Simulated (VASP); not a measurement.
HC16 (a cell with a defect): relaxation of the atoms with PBEsol

The system is HC16 (a cell with a defect).

```
C H
1.0
     0.00000    3.57000    3.57000
     3.57000    0.00000    3.57000
     3.57000    3.57000    0.00000
C H
16 1
Direct
  0.00000 0.00000 0.00000
  0.12500 0.12500 0.12500
  0.00000 0.00000 0.50000
  0.12500 0.12500 0.62500
  0.00000 0.50000 0.00000
  0.12500 0.62500 0.12500
  0.00000 0.50000 0.50000
  0.12500 0.62500 0.62500
  0.50000 0.00000 0.00000
  0.62500 0.12500 0.12500
  0.50000 0.00000 0.50000
  0.62500 0.12500 0.62500
  0.50000 0.50000 0.00000
  0.62500 0.62500 0.12500
  0.50000 0.50000 0.50000
  0.62500 0.62500 0.62500
  0.74586 0.76375 0.74908
```

```json
{
 "Program": "VASP 6.6.1",
 "Task": "relaxation of the atoms",
 "Functional": "PBEsol",
 "Potentials or basis": "VASP PAW PBE potentials, release 64 (C, H)",
 "Cutoff": "520 eV",
 "k mesh": "3 × 3 × 3",
 "Occupations": "gaussian, width 0.05 eV",
 "Spin": "no spin polarisation",
 "Dipole correction": "no",
 "Charge": "1",
 "Further INCAR settings": "LREAL = Auto; ALGO = Normal; EDIFF = 1e-07; IBRION = 2; EDIFFG = -0.03; NSW = 80; NELECT = 64.0"
}
```

| Quantity | Value |
| --- | --- |
| Energy gained by relaxing | 48.0 meV/atom |
| Ionic steps | 65 |
| Largest force after relaxing | 0.018 eV/Å |

Forces on the atoms (eV/Å):
```
C    0.002 -0.003 -0.002
C    0.013  0.000 -0.003
C    0.014 -0.001 -0.003
C    0.000  0.001 -0.008
C    0.000  0.002  0.002
C   -0.004  0.000  0.010
C   -0.009  0.000 -0.003
C   -0.003  0.004  0.000
C    0.002 -0.007  0.004
C   -0.002 -0.005  0.006
C   -0.007 -0.009  0.006
C    0.005  0.002 -0.001
C   -0.002 -0.004  0.003
C    0.010 -0.010 -0.002
C   -0.004  0.007 -0.004
C   -0.011  0.004 -0.001
H   -0.004  0.017 -0.004
```

The path:
```csv
step,energy change (eV),largest force (eV/Å),pressure (GPa)
1,0.0000,1.2966,-20.01
3,-0.1064,0.3426,-20.67
5,-0.1113,0.3965,-20.62
7,-0.1462,0.6987,-20.52
9,-0.3049,1.6939,-18.57
11,-0.3142,1.1973,-19.07
13,-0.3189,1.1961,-18.97
15,-0.3236,1.7629,-18.45
17,-0.3307,1.4924,-18.65
19,-0.3712,1.1606,-18.70
21,-0.4163,1.0201,-18.57
23,-0.4307,0.9877,-18.67
25,-0.4865,1.1212,-18.72
27,-0.5070,1.2785,-18.62
29,-0.5418,1.3087,-18.60
31,-0.6343,1.6242,-18.27
33,-0.7479,0.5743,-18.10
35,-0.7878,0.3925,-17.88
37,-0.8039,0.2382,-17.72
39,-0.8082,0.1112,-17.64
41,-0.8092,0.1030,-17.58
43,-0.8100,0.0902,-17.50
45,-0.8115,0.0922,-17.32
47,-0.8127,0.0634,-17.20
49,-0.8130,0.0608,-17.14
51,-0.8133,0.0624,-17.09
53,-0.8137,0.0737,-17.06
55,-0.8138,0.1288,-17.05
57,-0.8144,0.0690,-17.06
59,-0.8151,0.1054,-17.11
61,-0.8155,0.0693,-17.12
63,-0.8164,0.0455,-17.21
65,-0.8166,0.0182,-17.25
```

Final structure:
```
C H
1.0
     0.00000    3.57000    3.57000
     3.57000    0.00000    3.57000
     3.57000    3.57000    0.00000
C H
16 1
Direct
  0.00130 0.99032 0.99334
  0.12551 0.11782 0.11470
  0.01165 0.99332 0.48450
  0.12599 0.11897 0.61862
  0.00313 0.49015 0.99731
  0.12595 0.61631 0.12199
  0.00166 0.49223 0.49577
  0.12797 0.61515 0.62016
  0.49035 0.98785 0.02173
  0.62594 0.11829 0.12289
  0.49970 0.99225 0.49495
  0.63019 0.12806 0.59577
  0.49922 0.49207 0.99906
  0.62503 0.60656 0.13284
  0.50026 0.49295 0.50266
  0.62766 0.61695 0.62439
  0.72433 0.89451 0.80843
```

Levels at points of the mesh, in eV from the Fermi level:
```
           k point  band 28  band 29  band 30  band 31  band 32  band 33  band 34  band 35  band 36  band 37
(0.00, 0.00, 0.00)    -3.04    -2.90    -0.56    -0.40    -0.27     2.60     2.67     3.89     4.05     4.37
```

Run time: 42 min on 1 thread of Intel(R) Xeon(R) Platinum 8488C (Sapphire Rapids), on a shared host, peak memory 0.26 GiB.

Caveat: the k points lie up to 0.51 Å⁻¹ apart; the cell carries a net charge on a neutralising background, which shifts energy and pressure; the cell is charged against a uniform background, so pressure and absolute levels hang on convention; the PAW data sets were made with another functional, which shifts forces and pressure a little.
